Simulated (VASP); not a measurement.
C:

```xyz
2
Lattice="0.0000 1.7769 1.7769 1.7769 0.0000 1.7769 1.7769 1.7769 0.0000" Properties=species:S:1:pos:R:3 pbc="T T T"
C    -0.4442   -0.4442   -0.4442
C     0.4442    0.4442    0.4442
```

Base run:

- Program: VASP 6.6.1
- Functional: PBEsol
- Potentials or basis: VASP PAW PBE potentials, release 64 (C)
- Cutoff: 520 eV
- k mesh: 16 × 16 × 16
- Occupations: fermi-dirac, width 0.02 eV
- Spin: no spin polarisation

Its results: band gap on the k mesh 4.03 eV, indirect (least direct gap 5.57 eV); pressure 1.1 GPa.

Problem. The run is repeated on the same cell with these changes: potentials or basis from VASP PAW PBE potentials, release 64 (C) to VASP PAW PBE potentials, release 64 (C_h); cutoff from 520 eV to 910 eV; further incar settings from ALGO = Normal; EDIFF = 1e-07; NBANDS = 11 to ALGO = Normal; EDIFF = 1e-06; NBANDS = 11. What comes out?

Solution. Band gap on the k mesh 4.03 eV, indirect (least direct gap 5.57 eV); pressure 0.0 GPa.

Caveats: the PAW data sets were made with another functional, which shifts forces and pressure a little; the cutoff is under 1.25 times the usual one of these potentials, so pressure, stress and relaxed cells hold a basis-set (Pulay) error (some runs).

A k mesh can miss the band edges.
